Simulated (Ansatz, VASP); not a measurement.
## One calculation of Zn4Se3S, two programs

```
CELL_PARAMETERS angstrom
-2.77337 2.77337 0.00000
-2.77438 -5.54776 2.73428
2.77446 2.77446 5.46979
ATOMIC_POSITIONS crystal
Zn 0.00753 0.01507 0.00201
Zn 0.74606 0.49212 0.23860
Zn 0.49817 0.99634 0.49975
Zn 0.24832 0.49664 0.75991
S 0.18837 0.37674 0.06355
Se 0.93574 0.87149 0.30793
Se 0.68740 0.37480 0.56184
Se 0.43840 0.87680 0.81641
```

Change from the starting cell: strained cell.

Alike in both runs: functional LDA; k mesh 8 × 8 × 4; occupations gaussian, width 0.02 eV; no spin polarisation.

Ansatz relaxed the structure, and its values are those at the end. VASP's run is a single point on that final structure, the one shown.

|  | VASP | Ansatz |
| --- | --- | --- |
| version | VASP 6.6.1 | Ansatz 0.2.0 |
| potentials or method | VASP PAW LDA potentials, release 64 (Zn, S, Se), cutoff 520 eV | scalar-relativistic, plane waves, PAW |
| valence electrons in the cell | 72 | 102 |

|  | VASP | Ansatz | Ansatz less VASP |
| --- | --- | --- | --- |
| gap on the k mesh at the Fermi level (eV) | 1.36 | 1.32 | -0.040 |
| least direct gap on the mesh (eV) | 1.36 | 1.32 | -0.040 |
| pressure (GPa) | -0.6 | -0.9 | -0.34 |

Ansatz warns that its potentials were made for another functional, while VASP's fit it. LDA's correlation is that of Perdew and Zunger in VASP and of Perdew and Wang (1992) in Ansatz. VASP's potentials hold 72 valence electrons a cell and Ansatz's 102, so a difference there can come from the potentials and not from the codes. Ansatz's warnings: stress scf threshold loose.
